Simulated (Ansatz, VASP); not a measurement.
# Co in VASP and in Ansatz

The input INCAR:

```
  PREC = Accurate
  ENCUT = 520
  EDIFF = 1E-7
  ISMEAR = -1
  SIGMA = 0.1
  LREAL = F
  LASPH = T
  NELM = 60
  ALGO = Normal
  ISIF = 2
  LWAVE = F
  LCHARG = F
  GGA = PE
  NBANDS = 20
```

Contents of KPOINTS:

```
Automatic mesh
0
Gamma
  11 11 15
```

File POSCAR:

```
Co
1.0
    3.8024181560      0.0000000000      0.0000000000
   -1.9012090780      3.2929907189      0.0000000000
    0.0000000000      0.0000000000      2.3307223855
Co
3
Direct
    0.0000000000      0.0000000000      0.0000000000
    0.3333333333      0.6666666667      0.5000000000
    0.6666666667      0.3333333333      0.5000000000
```

Input for Ansatz:

```yaml
crystal:
  lattice:
    - [3.802418156, 0.0, 0.0]
    - [-1.901209078, 3.2929907189, 0.0]
    - [0.0, 0.0, 2.3307223855]
  atoms:
    - { symbol: Co, position: [0.0, 0.0, 0.0] }
    - { symbol: Co, position: [0.3333333333, 0.6666666667, 0.5] }
    - { symbol: Co, position: [0.6666666667, 0.3333333333, 0.5] }
hamiltonian:
  xc: pbe
  pseudopotentials:
    kind: paw
    azcp:
      Co: "pseudopotentials/Co.paw.azcp"
basis:
  ecutwfc: 420
  fft_grid_basis: typed
kpoints:
  mp_grid: { grid: [11, 11, 15], shift: [0, 0, 0] }
magnetization:
  spin_polarized: false
scf:
  occupations: { method: fermi_dirac, width: 0.1 }
  lower_state_search: "off"
output:
  stress: true
```

Alike in both runs: task single point; functional PBE; k mesh 11 × 11 × 15; occupations fermi-dirac, width 0.1 eV; no spin polarisation.

```csv
,VASP,Ansatz
version,VASP 6.6.1,Ansatz 0.2.0
potentials or method,"VASP PAW PBE potentials, release 64 (Co), cutoff 520 eV","plane waves (420 eV) with PAW, scalar-relativistic"
valence electrons in the cell,27,51
```

|  | VASP | Ansatz | Ansatz less VASP |
| --- | --- | --- | --- |
| pressure (GPa) | 22.8 | 24.2 | +1.42 |
| traceless stress, the component that is largest in VASP (GPa) | -0.73 | -0.74 | -0.003 |

The functional is the same, so the differences come from potentials, cutoffs and numerics. VASP's potentials hold 27 valence electrons a cell and Ansatz's 51, so a difference there can come from the potentials and not from the codes.
